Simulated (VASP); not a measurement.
# InH (F-43m) in VASP: further runs

Runs on InH. Level: PBE. Tasks: relaxation of cell and atoms.

Program: VASP 6.6.1. These are calculated values, not measurements. Logs are shortened: lines on timing, memory, paths and dates and some standing lists are left out, and cuts for length are marked.

### 1 The cell of the first run

Symmetry: F-43m, No. 216, cubic system. Conventional cell: a = 5.219 Å, b = 5.219 Å, c = 5.219 Å, α = 90.00°, β = 90.00°, γ = 90.00°. In (site symmetry -43m) has 4 H at 2.26 Å within 3.0 Å. Within 3.0 Å of H (site symmetry -43m) lie 4 In at 2.26 Å.

The cell was built from a structure type or drawn by symmetry, and may not be a known phase.

### 2 Relaxation of cell and atoms, PBE

The input, INCAR:

```
  ALGO = Normal
  EDIFF = 1E-6
  EDIFFG = -0.01
  ENCUT = 600
  GGA = PE
  IBRION = 2
  ISIF = 3
  ISMEAR = 0
  LASPH = True
  LCHARG = False
  LREAL = False
  LWAVE = False
  NELM = 60
  NSW = 100
  PREC = Accurate
  SIGMA = 0.1
```

The input, KPOINTS:

```
k-points
0
Gamma
  18 18 18
```

The input, POSCAR:

```
InH
1.0
    0.0000000000      2.6092766905      2.6092766905
    2.6092766905      0.0000000000      2.6092766905
    2.6092766905      2.6092766905      0.0000000000
In H
1 1
Direct
    0.0000000000      0.0000000000      0.0000000000
    0.2500000000      0.2500000000      0.2500000000
```

Potentials or basis: VASP PAW PBE potentials, release 64 (In_d, H).

Command:

```bash
cat potpaw_PBE.64/In_d/POTCAR potpaw_PBE.64/H/POTCAR > POTCAR
mpirun -np 1 vasp_std > vasp.out
```

OUTCAR:

```text
EDIFF = 1E-6
   EDIFFG = -0.01
   ENCUT = 600
   GGA = PE
   IBRION = 2
   ISIF = 3
   ISMEAR = 0
   LASPH = True
   LREAL = False
   NELM = 60
   NSW = 100
   PREC = Accurate

 ion  position               nearest neighbor table
   1  0.000  0.000  0.000-   2 2.26   2 2.26   2 2.26   2 2.26
   2  0.250  0.250  0.250-   1 2.26   1 2.26   1 2.26   1 2.26

  LATTYP: Found a face centered cubic cell.
 ALAT       =     5.2185533810

  Lattice vectors:

 A1 = (   0.0000000000,   2.6092766905,   2.6092766905)
 A2 = (   2.6092766905,   0.0000000000,   2.6092766905)
 A3 = (   2.6092766905,   2.6092766905,   0.0000000000)

Analysis of symmetry for initial positions (statically):
=====================================================================
 Subroutine PRICEL returns:
 Original cell was already a primitive cell.

 Routine SETGRP: Setting up the symmetry group for a
 face centered cubic supercell.

 Subroutine GETGRP returns: Found 24 space group operations
 (whereof 24 operations were pure point group operations)
 out of a pool of 48 trial point group operations.

The static configuration has the point symmetry T_d .

Analysis of symmetry for dynamics (positions and initial velocities):
=====================================================================
 Subroutine PRICEL returns:
 Original cell was already a primitive cell.

 Routine SETGRP: Setting up the symmetry group for a
 face centered cubic supercell.

 Subroutine GETGRP returns: Found 24 space group operations
 (whereof 24 operations were pure point group operations)
 out of a pool of 48 trial point group operations.

The dynamic configuration has the point symmetry T_d .

 Subroutine INISYM returns: Found 24 space group operations
 (whereof 24 operations are pure point group operations),
 and found     1 'primitive' translations

----------------------------------------------------------------------------------------

                                     Primitive cell

  volume of cell :      35.5296

  direct lattice vectors                    reciprocal lattice vectors
     0.000000000  2.609276691  2.609276691    -0.191623986  0.191623986  0.191623986
     2.609276691  0.000000000  2.609276691     0.191623986 -0.191623986  0.191623986
     2.609276691  2.609276691  0.000000000     0.191623986  0.191623986 -0.191623986

  length of vectors
     3.690074484  3.690074484  3.690074484     0.331902480  0.331902480  0.331902480

  position of ions in fractional coordinates (direct lattice)
     0.000000000  0.000000000  0.000000000
     0.250000000  0.250000000  0.250000000

  ion indices of the primitive-cell ions
   primitive index   ion index
                 1           1
                 2           2

----------------------------------------------------------------------------------------

 KPOINTS: k-points

Automatic generation of k-mesh.
 Grid dimensions read from file:
 generate k-points for:   18   18   18

 Generating k-lattice:

  Cartesian coordinates                     Fractional coordinates (reciprocal lattice)
    -0.010645777  0.010645777  0.010645777     0.055555556  0.000000000  0.000000000
     0.010645777 -0.010645777  0.010645777     0.000000000  0.055555556  0.000000000
     0.010645777  0.010645777 -0.010645777     0.000000000  0.000000000  0.055555556

  Length of vectors
     0.018439027  0.018439027  0.018439027

  Shift w.r.t. Gamma in fractional coordinates (k-lattice)
     0.000000000  0.000000000  0.000000000

 Subroutine IBZKPT returns following result:
 ===========================================

 Found    195 irreducible k-points:

 Following reciprocal coordinates:
            Coordinates               Weight
  0.000000  0.000000  0.000000      1.000000
  0.055556  0.000000  0.000000      8.000000
  0.111111  0.000000  0.000000      8.000000
  0.166667  0.000000  0.000000      8.000000
  0.222222  0.000000  0.000000      8.000000
  0.277778  0.000000  0.000000      8.000000
[... 16 lines left out ...]
 -0.277778  0.055556  0.000000     24.000000
 -0.222222  0.055556  0.000000     24.000000
 [... further k-points ...]
   k-points           NKPTS =    195   k-points in BZ     NKDIM =    195   number of bands    NBANDS=     11
   number of dos      NEDOS =    301   number of ions     NIONS =      2
   total plane-waves  NPLWV =  27000
   dimension x,y,z NGX =    30 NGY =   30 NGZ =   30
   dimension x,y,z NGXF=    60 NGYF=   60 NGZF=   60
   ions per type =               1   1
   NGX,Y,Z   is equivalent  to a cutoff of  13.52, 13.52, 13.52 a.u.
   NGXF,Y,Z  is equivalent  to a cutoff of  27.03, 27.03, 27.03 a.u.
 SYSTEM =  unknown system
   PREC   = accura    normal or accurate (medium, high low for compatibility)
   ISTART =      0    job   : 0-new  1-cont  2-samecut
   ICHARG =      2    charge: 1-file 2-atom 10-const
   ISPIN  =      1    spin polarized calculation?
   LNONCOLLINEAR =      F non collinear calculations
   LSORBIT =      F    spin-orbit coupling
   LASPH  =      T    aspherical Exc in radial PAW
   ENCUT  =  600.0 eV  44.10 Ry    6.64 a.u.   7.37  7.37  7.37*2*pi/ulx,y,z
   NELM   =     60;   NELMIN=  2; NELMDL= -5     # of ELM steps
   EDIFF  = 0.1E-05   stopping-criterion for ELM
   LREAL  =      F    real-space projection
   EDIFFG = -.1E-01   stopping-criterion for IOM
   NSW    =    100    number of steps for IOM
   IBRION =      2    ionic relax: 0-MD 1-quasi-New 2-CG
   NFREE  =      1    steps in history (QN), initial steepest desc. (CG)
   ISIF   =      3    stress and relaxation
   ISYM   =      2    0-nonsym 1-usesym 2-fastsym
   POTIM  = 0.5000    time-step for ionic-motion
   TEBEG  =    0.0;   TEEND  =   0.0 temperature during run
   PSTRESS=    0.0 pullay stress
   NELECT =      14.0000    total number of electrons
   NUPDOWN=      -1.0000    fix difference up-down
   EMIN   =  10.00;   EMAX   =-10.00  energy-range for DOS
   EFERMI =   0.00;   METHOD = LEGACY
   ISMEAR =     0;   SIGMA  =   0.10  broadening in eV -4-tet -1-fermi 0-gaus
   EFERMI_NEDOS =   21; number of points for ismear=-14 and -15
   IALGO  =     38    algorithm
   IMIX   =      4    mixing-type and parameters
     AMIX     =   0.40;   BMIX     =  1.00
     AMIX_MAG =   1.60;   BMIX_MAG =  1.00
  volume/ion in A,a.u.               =      17.76       119.88
  Fermi-wavevector in a.u.,A,eV,Ry     =   1.200201  2.268051 19.598959  1.440483
  Thomas-Fermi vector in A             =   2.336043
   LORBIT       =      0    0 simple, 1 ext, 2 COOP (PROOUT), +10 PAW based schemes
   GGA     = PE    functional components
   LHFCALC =     F    Hartree Fock is set to
   AEXX    =    0.0000 exact exchange contribution
   IVDW    =     0    specifies the selected vdW correction
   LEPSILON=     F    determine dielectric tensor
   LRPA    =     F    only Hartree local field effects (RPA)
 conjugate gradient relaxation of ions
 non-spin polarized calculation
 Gauss-broadening in eV      SIGMA  =   0.10
  energy-cutoff  :      600.00
  volume of cell :       35.53
 maximum number of plane-waves:      1243
 NGX is ok and might be reduce to    30
   NGX = 15   NGY = 15   NGZ = 15

 number of electron      14.0000001 magnetization

 Free energy of the ion-electron system (eV)
  ---------------------------------------------------
  ext. energy  EPLUGINS =         0.00000000
  ---------------------------------------------------
  free energy    TOTEN  =        -5.02527971 eV

  energy without entropy =       -5.02224277  energy(sigma->0) =       -5.02376124

 E-fermi :   5.2554     XC(G=0):  -9.3110

 val. band max:        5.2540640169   @ k =  -0.2778   0.2778   0.0000
 cond. band min:       5.2604148886   @ k =   0.2778   0.0556   0.0000
 fundamental gap:      0.0063508717
 Fermi energy:         5.2554483997

 k-point     1 :       0.0000    0.0000    0.0000
  band No.  band energies     occupation
      1      -9.3841      2.00000
      2      -9.3841      2.00000
      3      -9.3841      2.00000
      4      -9.2973      2.00000
      5      -9.2973      2.00000
      6      -4.2936      2.00000
      7       7.8670      0.00000
      8      12.7690      0.00000
      9      12.7690      0.00000
     10      12.7690      0.00000
     11      15.6101      0.00000

 k-point     2 :       0.0556    0.0000    0.0000
  band No.  band energies     occupation
      1      -9.3855      2.00000
      2      -9.3815      2.00000
      3      -9.3815      2.00000
      4      -9.2975      2.00000
      5      -9.2975      2.00000
      6      -4.2427      2.00000
      7       7.7827      0.00000
      8      12.1521      0.00000
      9      12.6562      0.00000
     10      12.6562      0.00000
     11      15.7752      0.00000

 k-point     3 :       0.1111    0.0000    0.0000
  band No.  band energies     occupation
      1      -9.3897      2.00000
      2      -9.3748      2.00000
      3      -9.3748      2.00000
      4      -9.2974      2.00000
      5      -9.2974      2.00000
      6      -4.0899      2.00000
      7       7.4882      0.00000
      8      11.0951      0.00000
      9      12.3845      0.00000
     10      12.3845      0.00000
     11      16.1714      0.00000
[... 267 lines left out ...]
 k-point    23 :      -0.2778    0.0556    0.0000
  band No.  band energies     occupation
      1      -9.4192      2.00000
      2      -9.3616      2.00000
      3      -9.3594      2.00000
      4      -9.2778      2.00000
      5      -9.2607      2.00000
      6      -2.8144      2.00000
      7       4.5180      2.00000
      8       8.9969      0.00000
      9      11.1209      0.00000
     10      11.7338      0.00000
     11      15.2374      0.00000

 k-point    24 :      -0.2222    0.0556    0.0000
  band No.  band energies     occupation
      1      -9.4097      2.00000
      2      -9.3597      2.00000
      3      -9.3586      2.00000
      4      -9.2928      2.00000
      5      -9.2745      2.00000
      6      -3.2954      2.00000
      7       5.6194      0.00000
      8       9.2657      0.00000
      9      11.2826      0.00000
     10      12.0840      0.00000
     11      15.7332      0.00000

 [... further k-points ...]

------------------------ aborting loop because EDIFF is reached ----------------------------------------

  FORCE on cell =-STRESS in cart. coord.  units (eV):
  Direction    XX          YY          ZZ          XY          YZ          ZX
  --------------------------------------------------------------------------------------
  -------------------------------------------------------------------------------------
  Total       -0.0106783     -0.0106783     -0.0106783      0.0000000     -0.0000000      0.0000000
  in kB       -0.4815300     -0.4815300     -0.4815300      0.0000000     -0.0000000      0.0000000
  external PRESSURE =      -0.4815300 kB  Pullay stress =       0.0000000 kB

 VOLUME and BASIS-vectors are now :
 -----------------------------------------------------------------------------
  energy-cutoff  :      600.00
  volume of cell :       35.53
      direct lattice vectors                 reciprocal lattice vectors
     0.000000000  2.609276691  2.609276691    -0.191623986  0.191623986  0.191623986
     2.609276691  0.000000000  2.609276691     0.191623986 -0.191623986  0.191623986
     2.609276691  2.609276691  0.000000000     0.191623986  0.191623986 -0.191623986

 POSITION                                       TOTAL-FORCE (eV/Angst)
 -----------------------------------------------------------------------------------
      0.00000      0.00000      0.00000         0.000000      0.000000      0.000000
      1.30464      1.30464      1.30464        -0.000000     -0.000000     -0.000000
 -----------------------------------------------------------------------------------
    total drift:                               -0.000000     -0.000000     -0.000000

  FREE ENERGIE OF THE ION-ELECTRON SYSTEM (eV)
  ---------------------------------------------------
  free  energy   TOTEN  =        -5.0252797140 eV

  energy  without entropy=       -5.0222427733  energy(sigma->0) =       -5.02376124

 reached required accuracy - stopping structural energy minimisation
```

It took 92 s on 1 thread of Intel Xeon 6975P-C (Granite Rapids), shared host; peak memory 0.25 GiB.

Results:

```
Free energy             : -5.0253 eV
Pressure after relaxing : 0.0 GPa
Band gap on the k mesh  : zero (bands 7 and 8 overlap by 3.23 eV)
```

Final structure:
```cif
data_structure
_symmetry_space_group_name_H-M 'P 1'
_symmetry_Int_Tables_number 1
_cell_length_a 3.6901
_cell_length_b 3.6901
_cell_length_c 3.6901
_cell_angle_alpha 60.000
_cell_angle_beta 60.000
_cell_angle_gamma 60.000
_cell_volume 35.53
loop_
_atom_site_label
_atom_site_type_symbol
_atom_site_fract_x
_atom_site_fract_y
_atom_site_fract_z
_atom_site_occupancy
In1 In 0.00000 0.00000 0.00000 1
H1 H 0.25000 0.25000 0.25000 1
```

Caveat: the relaxation stopped at its first step, so nothing moved; spin-orbit coupling is left out, which moves the levels of the heavy elements.

(Part 1 of 2 ends here.)
